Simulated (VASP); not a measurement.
CuO2: single point with PBEsol

Crystal: CuO2.

```
Cu O
1.0
     1.44087   -5.31496    0.00000
     1.44087    5.31496    0.00000
     0.00000    0.00000    4.34342
Cu O
2 4
Direct
  0.16725 0.83275 0.75000
  0.83275 0.16725 0.25000
  0.78897 0.21103 0.75000
  0.21103 0.78897 0.25000
  0.55149 0.44851 0.75000
  0.44851 0.55149 0.25000
```

```
Program             : VASP 6.6.1
Task                : single point
Functional          : PBEsol
Potentials or basis : VASP PAW PBE potentials, release 64 (Cu, O)
Cutoff              : 520 eV
k mesh              : 8 × 8 × 5
Occupations         : fermi-dirac, width 0.05 eV
Spin                : no spin polarisation
```

The pressure is -13.6 GPa. The largest force is 0.828 eV/Å. The band gap on the k mesh is zero (band 23 reaches 2.13 eV, above the bottom of band 24 at 1.84 eV).

Forces in eV/Å, atoms in the order of the input:
```
Cu   0.000 -0.023  0.000
Cu   0.000  0.023  0.000
O    0.000  0.828  0.000
O    0.000 -0.828  0.000
O    0.000 -0.662  0.000
O    0.000  0.662  0.000
```

Stress tensor (GPa, compression positive):
```
-16.68   0.00   0.00
  0.00 -13.98   0.00
  0.00   0.00 -10.15
```

Levels at points of the mesh, in eV from the Fermi level:
| k point | band 21 | band 22 | band 23 | band 24 | band 25 | band 26 |
| --- | --- | --- | --- | --- | --- | --- |
| (0.00, 0.00, 0.00) | -1.05 | -1.02 | -0.57 | -0.02 | 0.83 | 1.11 |
| (0.50, 0.00, 0.00) | -1.79 | -1.63 | -1.33 | 0.34 | 0.51 | 0.60 |
| (0.50, 0.50, 0.00) | -1.18 | -1.13 | -0.92 | 0.37 | 0.97 | 1.10 |

Wall time 2.5 min on 1 thread of Intel(R) Xeon(R) 6975P-C (Granite Rapids), on a shared host, peak memory 0.28 GiB.

Caveat: the PAW data sets were made with another functional, which shifts forces and pressure a little; semilocal functionals often make such compounds metallic where correlation or magnetic order opens a gap, which also shifts bond lengths. With open d or f shells a metallic result of PBEsol can be an artefact of self-interaction; +U or a hybrid may open a gap.
